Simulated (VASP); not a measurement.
Runs of VASP 6.6.1 on Be. The structure is that of space group P6/mmm (No. 191), or close to it. The cells are those of the table. This isn't the form of Be at room conditions, which is hcp.

```csv
task,cell,k mesh,cutoff (eV),gap on the mesh (eV),pressure (GPa)
single point,"a = 3.608, b = 3.608, c = 2.212 Å, angles 90.0, 90.0, 120.0°, 3 atoms",12 × 12 × 16,520,none,(a)
single point,"a = 3.653, b = 3.653, c = 2.240 Å, angles 90.0, 90.0, 120.0°, 3 atoms",12 × 12 × 16,520,none,(b)
single point,"a = 3.698, b = 3.698, c = 2.267 Å, angles 90.0, 90.0, 120.0°, 3 atoms",12 × 12 × 16,520,none,-10.7
single point,"a = 3.412, b = 3.412, c = 2.092 Å, angles 90.0, 90.0, 120.0°, 3 atoms",12 × 12 × 16,520,none,18.9
single point,"a = 3.463, b = 3.463, c = 2.124 Å, angles 90.0, 90.0, 120.0°, 3 atoms",12 × 12 × 16,520,none,11.6
single point,"a = 3.561, b = 3.561, c = 2.183 Å, angles 90.0, 90.0, 120.0°, 3 atoms",12 × 12 × 16,520,none,0.4
relaxation of cell and atoms,"relaxed from a = 3.579, b = 3.579, c = 2.194 Å, angles 90.0, 90.0, 120.0°, 3 atoms",10 × 10 × 14,600,none,0.0
single point,"a = 3.513, b = 3.513, c = 2.154 Å, angles 90.0, 90.0, 120.0°, 3 atoms",12 × 12 × 16,520,none,5.5
single point,"a = 3.561, b = 3.561, c = 2.183 Å, angles 90.0, 90.0, 120.0°, 3 atoms",10 × 10 × 14,520,none,0.3
single point,"a = 3.561, b = 3.561, c = 2.183 Å, angles 90.0, 90.0, 120.0°, 3 atoms",13 × 13 × 19,520,none,0.4
```

Alike in all rows: level PBEsol; potentials or basis VASP PAW PBE potentials, release 64 (Be); no spin polarisation; smearing fermi-dirac 0.1 eV.

Problem. Estimate the missing entries.

Solution. (a) -3.9; (b) -7.6.

Caveats: the PAW data sets were made with another functional, which shifts forces and pressure a little; the cell stands under tension (at least some runs); the cell stands under pressure (at least some runs).

A gap of «none» marks levels without a gap at the run's occupations.
